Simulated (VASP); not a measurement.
Set up this calculation in VASP 6.6.1, as the native input.

```yaml
Task: relaxation of cell and atoms
Functional: PBE
Potentials_or_basis: VASP PAW PBE potentials, release 64 (Na_pv)
Cutoff: 500 eV
k_mesh: 16 × 16 × 16
Occupations: fermi-dirac, width 0.1 eV
Spin: no spin polarisation
Target_pressure: 20 GPa
Dipole_correction: no
Further_INCAR_settings: ALGO = Normal; EDIFF = 1e-07; IBRION = 2; EDIFFG = -0.005; NSW = 32; ISIF = 3
```

The structure of Na lies in POSCAR:

```
Na
1.0
   -1.6631777538      1.6631777538      1.6631777538
    1.6631777538     -1.6631777538      1.6631777538
    1.6631777538      1.6631777538     -1.6631777538
Na
1
Direct
    0.0000000000      0.0000000000      0.0000000000
```

These files were run (other wordings do the same):

INCAR

```
SYSTEM = Na
PREC = Accurate ; ENCUT = 500
EDIFF = 1E-7 ; ISMEAR = -1
SIGMA = 0.1 ; LREAL = .FALSE.
LASPH = .TRUE. ; NELM = 120
ALGO = Normal ; ISIF = 3
LWAVE = .FALSE. ; LCHARG = .FALSE.
GGA = PE ; IBRION = 2
NSW = 32 ; EDIFFG = -0.005
PSTRESS = 200.0 ; GGA_COMPAT = .FALSE.
NELMIN = 4
```

KPOINTS

```
Automatic mesh
0
G
  16 16 16
  0 0 0
```

Potentials or basis: VASP PAW PBE potentials, release 64 (Na_pv).

Run with:

```bash
$ cat potpaw_PBE.64/Na_pv/POTCAR > POTCAR
$ mpirun -np 1 vasp_std > vasp.out
```

It gave:

```
Pressure after relaxing : 20.0 GPa
```

Caveat: the relaxation stopped at its first step, so nothing moved; the cell is relaxed towards a set pressure, so the enthalpy falls and the energy may rise.

It took 16 s on 1 thread of AMD EPYC 7R43 64-Core Processor (Zen 3), with other jobs on the host, peak memory 0.11 GiB.
